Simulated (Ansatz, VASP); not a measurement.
## Two plane-wave programs on AlN

```
Al N
1.0
     0.00000    2.03452    2.03452
     2.03452    0.00000    2.03452
     2.03452    2.03452    0.00000
Al N
1 1
Direct
  0.59216 0.40784 0.59216
  0.00000 0.00000 0.00000
```

Change from the starting cell: one atom moved.

Alike in both runs: task single point; functional PBE; k mesh 10 × 10 × 10; occupations gaussian, width 0.02 eV; no spin polarisation.

|  | VASP | Ansatz |
| --- | --- | --- |
| version | VASP 6.6.1 | Ansatz 0.2.0 |
| potentials or method | VASP PAW PBE potentials, release 64 (Al, N), cutoff 600 eV | scalar-relativistic, plane waves, PAW |
| valence electrons in the cell | 8 | 8 |

VASP gave:

```
gap on the k mesh at the Fermi level (eV)                     : 4.13
least direct gap on the mesh (eV)                             : 5.21
pressure (GPa)                                                : 26.0
traceless stress, the component that is largest in VASP (GPa) : 60.78
rms of the force components (eV/Å)                            : 3.385
```

Q: Which values does Ansatz return?

A: gap on the k mesh at the Fermi level (eV): 4.16; least direct gap on the mesh (eV): 5.20; pressure (GPa): 26.1; traceless stress, the component that is largest in VASP (GPa): 60.20; rms of the force components (eV/Å): 3.359.

Atom by atom the forces differ by 0.026 eV/Å (rms over components). With one functional, cell and mesh, what is left measures potentials, basis and numerics.
